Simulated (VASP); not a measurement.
The system is WC.

```
W C
1.0
     0.00000    2.19268    2.19268
     2.19268    0.00000    2.19268
     2.19268    2.19268    0.00000
W C
1 1
Cartesian
  0.0000 0.0000 0.0000
  2.1927 2.1927 2.1927
```

- Program: VASP 6.6.1
- Task: relaxation of cell and atoms
- Functional: PBEsol
- Potentials or basis: VASP PAW PBE potentials, release 64 (W_sv, C)
- Cutoff: 600 eV
- k mesh: 11 × 11 × 11
- Occupations: methfessel-paxton, width 0.05 eV
- Spin: no spin polarisation

At the start: pressure -9.1 GPa; volume 10.54 Å³/atom.

**Question.** Where does the relaxation end?

**Answer.** Over 3 steps the energy falls by 7.5 meV/atom and the volume is 10.29 Å³/atom (-2.4 %); space group Fm-3m (No. 225, to 0.05 Å).

Step by step:
| step | energy change (eV) | largest force (eV/Å) | pressure (GPa) | volume (Å³) |
| --- | --- | --- | --- | --- |
| 1 | 0.0000 | 0.0000 | -9.10 | 21.08 |
| 2 | 0.0901 | 0.0000 | 28.28 | 19.31 |
| 3 | -0.0149 | 0.0000 | -0.20 | 20.58 |

Final structure:
```
W C
1.0
     0.00000    2.17514    2.17514
     2.17514    0.00000    2.17514
     2.17514    2.17514    0.00000
W C
1 1
Direct
  0.00000 0.00000 0.00000
  0.50000 0.50000 0.50000
```

Caveat: the PAW data sets were made with another functional, which shifts forces and pressure a little.
